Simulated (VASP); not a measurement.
# Pb (Pm-3m) in VASP: further runs, part 2 of 2

VASP 6.6.1.

## Step 3: Single point, revPBE (volume scaled by 0.92)

INCAR

```
ALGO     = Normal         # electronic algorithm
EDIFF    = 1E-6           # SCF threshold, eV
ENCUT    = 520            # plane-wave cutoff, eV
GGA      = RE             # functional
ISIF     = 2              # what is computed and relaxed
ISMEAR   = -1             # smearing method
LASPH    = True           # aspherical terms in the spheres
LCHARG   = False          # write CHGCAR
LREAL    = False          # projectors in reciprocal space
LWAVE    = False          # write WAVECAR
NBANDS   = 13             # bands
NELM     = 60             # most SCF steps
PREC     = Accurate       # precision mode
SIGMA    = 0.1            # smearing width, eV
```

KPOINTS

```
k-points
0
Gamma
  11 11 11
```

POSCAR

```
Pb
1.0
    3.1947456598      0.0000000000      0.0000000000
    0.0000000000      3.1947456598      0.0000000000
    0.0000000000      0.0000000000      3.1947456598
Pb
1
Direct
    0.0000000000      0.0000000000      0.0000000000
```

Potentials or basis: VASP PAW PBE potentials, release 64 (Pb_d).

Started as:

```console
> cat potpaw_PBE.64/Pb_d/POTCAR > POTCAR
> mpirun -np 1 vasp_std > vasp.out
```

OUTCAR:

```text
EDIFF = 1E-6
   ENCUT = 520
   GGA = RE
   ISIF = 2
   ISMEAR = -1
   LASPH = True
   LREAL = False
   NELM = 60
   PREC = Accurate

 ion  position               nearest neighbor table
   1  0.000  0.000  0.000-

  LATTYP: Found a simple cubic cell.
 ALAT       =     3.1947456598

  Lattice vectors:

 A1 = (   3.1947456598,   0.0000000000,   0.0000000000)
 A2 = (   0.0000000000,   3.1947456598,   0.0000000000)
 A3 = (   0.0000000000,   0.0000000000,   3.1947456598)

Analysis of symmetry for initial positions (statically):
[... 561 lines left out ...]

 [... further k-points ...]

------------------------ aborting loop because EDIFF is reached ----------------------------------------

  FORCE on cell =-STRESS in cart. coord.  units (eV):
  Direction    XX          YY          ZZ          XY          YZ          ZX
  --------------------------------------------------------------------------------------
  -------------------------------------------------------------------------------------
  Total        0.6757947      0.6757947      0.6757947      0.0000000      0.0000000      0.0000000
  in kB       33.2059943     33.2059943     33.2059943      0.0000000      0.0000000      0.0000000
  external PRESSURE =      33.2059943 kB  Pullay stress =       0.0000000 kB

 VOLUME and BASIS-vectors are now :
 -----------------------------------------------------------------------------
  energy-cutoff  :      520.00
  volume of cell :       32.61
      direct lattice vectors                 reciprocal lattice vectors
     3.194745660  0.000000000  0.000000000     0.313013963  0.000000000  0.000000000
     0.000000000  3.194745660  0.000000000     0.000000000  0.313013963  0.000000000
     0.000000000  0.000000000  3.194745660     0.000000000  0.000000000  0.313013963

 POSITION                                       TOTAL-FORCE (eV/Angst)
 -----------------------------------------------------------------------------------
      0.00000      0.00000      0.00000         0.000000      0.000000      0.000000
 -----------------------------------------------------------------------------------
    total drift:                               -0.000000     -0.000000     -0.000000

  FREE ENERGIE OF THE ION-ELECTRON SYSTEM (eV)
  ---------------------------------------------------
  free  energy   TOTEN  =        -3.0327248791 eV

  energy  without entropy=       -3.0099716812  energy(sigma->0) =       -3.02134828
```

OSZICAR:

```text
N       E                     dE             d eps       ncg     rms          rms(c)
DAV:   1     0.110173367816E+03    0.11017E+03   -0.72633E+03  1466   0.124E+03
DAV:   2     0.241645939279E+01   -0.10776E+03   -0.10488E+03  1531   0.309E+02
DAV:   3    -0.290061055101E+01   -0.53171E+01   -0.52948E+01  1789   0.757E+01
DAV:   4    -0.303138622075E+01   -0.13078E+00   -0.13075E+00  1749   0.127E+01
DAV:   5    -0.303752212983E+01   -0.61359E-02   -0.61358E-02  1998   0.253E+00    0.669E-01
DAV:   6    -0.303251648559E+01    0.50056E-02   -0.11646E-02  1829   0.192E+00    0.365E-01
DAV:   7    -0.303243838819E+01    0.78097E-04   -0.61725E-03  1864   0.133E+00    0.109E-01
DAV:   8    -0.303273211731E+01   -0.29373E-03   -0.74653E-04  1676   0.360E-01    0.134E-02
DAV:   9    -0.303272694553E+01    0.51718E-05   -0.23825E-05  1851   0.764E-02    0.706E-03
DAV:  10    -0.303272422369E+01    0.27218E-05   -0.36114E-06  1581   0.150E-02    0.121E-03
DAV:  11    -0.303272487910E+01   -0.65541E-06   -0.12794E-07  1068   0.434E-03
   1 F= -.30327249E+01 E0= -.30213483E+01  d E =-.227532E-01
```

stdout:

```text
POSCAR found type information on POSCAR Pb
 POSCAR found :  1 types and       1 ions
 scaLAPACK will be used
 -----------------------------------------------------------------------------
|                                                                             |
|                                                                             |
|     You enforced a specific xc type in the INCAR file but a different       |
|     I HOPE YOU KNOW WHAT YOU ARE DOING!                                     |
|                                                                             |
 -----------------------------------------------------------------------------

 LDA part: xc-table for (Slater+PW92), standard interpolation
 POSCAR, INCAR and KPOINTS ok, starting setup
 FFT: planning ... GRIDC
 FFT: planning ... GRID_SOFT
 FFT: planning ... GRID
 WAVECAR not read
 entering main loop
```

Run time: 9 s. Hardware: 1 thread of AMD EPYC 7R13 (Zen 3), shared host; peak memory 0.12 GiB.

Results:

```yaml
Free_energy: -3.0327 eV
Pressure: 3.3 GPa
Band_gap_on_the_k_mesh: zero (band 7 reaches 11.41 eV, above the bottom of band 8 at 4.62 eV)
```

Levels at points of the mesh, in eV from the Fermi level:
```csv
k point,band 5,band 6,band 7,band 8,band 9,band 10
"(0.00, 0.00, 0.00)",-16.64,-11.37,5.11,5.11,5.11,8.10
```

Caveat: the cell differs from its parent crystal (volume scaled by 0.92); the PAW data sets were made with another functional, which shifts forces and pressure a little; spin-orbit coupling is left out, which moves the levels of the heavy elements.

## Step 4: Single point, revPBE (volume scaled by 0.96)

INCAR

```
SYSTEM = Pb
PREC     = Accurate       ! precision mode
ENCUT    = 520            ! plane-wave cutoff, eV
EDIFF    = 1E-6           ! SCF threshold, eV
ISMEAR   = -1             ! smearing method
SIGMA    = 0.1            ! smearing width, eV
LREAL    = .False.        ! projectors in reciprocal space
LASPH    = .True.         ! aspherical terms in the spheres
NELM     = 80             ! most SCF steps
ALGO     = Normal         ! electronic algorithm
ISIF     = 2              ! what is computed and relaxed
LWAVE    = .False.        ! write WAVECAR
LCHARG   = .False.        ! write CHGCAR
GGA      = RE             ! functional
NBANDS   = 13             ! bands
```

KPOINTS

```
regular mesh
0
Gamma
  11 11 11
  0 0 0
```

POSCAR

```
Pb
1.0
    3.2403910505      0.0000000000      0.0000000000
    0.0000000000      3.2403910505      0.0000000000
    0.0000000000      0.0000000000      3.2403910505
Pb
1
Direct
    0.0000000000      0.0000000000      0.0000000000
```

Started as:

```console
> cat potpaw_PBE.64/Pb_d/POTCAR > POTCAR
> mpirun -np 1 vasp_std > vasp.out
```

It took 9.1 s on 1 thread of AMD EPYC 7R13 (Zen 3), shared host; peak memory 0.12 GiB.

Results (log left out):

| Property | Result |
| --- | --- |
| Free energy | -3.0543 eV |
| Pressure | 1.5 GPa |
| Band gap on the k mesh | zero (band 7 reaches 10.82 eV, above the bottom of band 8 at 4.27 eV) |

Levels at points of the mesh, in eV from the Fermi level:
```csv
k point,band 5,band 6,band 7,band 8,band 9,band 10
"(0.00, 0.00, 0.00)",-16.64,-11.11,4.95,4.95,4.95,7.80
```

Caveat: the cell differs from its parent crystal (volume scaled by 0.96); the PAW data sets were made with another functional, which shifts forces and pressure a little; spin-orbit coupling is left out, which moves the levels of the heavy elements.

## Step 5: Single point, revPBE

This run uses another cell than the first one, of 35.44 Å³/atom, 1.136 times its volume.

INCAR

```
SYSTEM = Pb
PREC = Accurate
ENCUT = 520
EDIFF = 1E-7
ISMEAR = -1
SIGMA = 0.1
LREAL = .FALSE.
LASPH = .TRUE.
NELM = 80
ALGO = Normal
ISIF = 2
LWAVE = .FALSE.
LCHARG = .FALSE.
GGA = RE
NBANDS = 13
```

KPOINTS

```
Automatic mesh
0
G
  10 10 10
  0 0 0
```

POSCAR

```
Pb
1.0
    3.2847854856      0.0000000000      0.0000000000
    0.0000000000      3.2847854856      0.0000000000
    0.0000000000      0.0000000000      3.2847854856
Pb
1
Direct
    0.0000000000      0.0000000000      0.0000000000
```

Started as:

```console
> cat potpaw_PBE.64/Pb_d/POTCAR > POTCAR
> mpirun -np 1 vasp_std > vasp.out
```

Wall time 10 s (1 thread of AMD EPYC 7R13 (Zen 3), shared host); peak memory 0.12 GiB.

Results (log left out):

- Free energy: -3.0747 eV
- Pressure: -0.1 GPa
- Band gap on the k mesh: zero (band 7 reaches 10.27 eV, above the bottom of band 8 at 3.84 eV)

Levels at points of the mesh, in eV from the Fermi level:
```tsv
k point	band 4	band 5	band 6	band 7	band 8	band 9	band 10	band 11
(0.00, 0.00, 0.00)	-16.67	-16.67	-10.89	4.78	4.78	4.78	7.50	9.04
(0.50, 0.00, 0.00)	-16.79	-16.66	-8.70	-3.68	6.90	6.90	10.47	10.89
(0.50, 0.50, 0.00)	-16.79	-16.51	-6.56	-1.65	-1.65	3.55	9.19	12.69
(0.50, 0.50, 0.50)	-16.50	-16.50	-4.38	0.28	0.28	0.28	6.32	6.32
```

Caveat: the PAW data sets were made with another functional, which shifts forces and pressure a little; spin-orbit coupling is left out, which moves the levels of the heavy elements.

## Step 6: Summary

```tsv
cell	k mesh	gap on the mesh (eV)	pressure (GPa)
a = 3.148 Å, 1 atom	11 × 11 × 11	none	5.7
a = 3.195 Å, 1 atom	11 × 11 × 11	none	3.3
a = 3.240 Å, 1 atom	11 × 11 × 11	none	1.5
a = 3.285 Å, 1 atom	10 × 10 × 10	none	-0.1
```

Alike in all rows: task single point; level revPBE; potentials or basis VASP PAW PBE potentials, release 64 (Pb_d); no spin polarisation; cutoff (eV) 520; smearing fermi-dirac 0.1 eV.

Caveats: the PAW data sets were made with another functional, which shifts forces and pressure a little; spin-orbit coupling is left out, which moves the levels of the heavy elements.

Absolute energies hang on the potentials; compare differences alone.
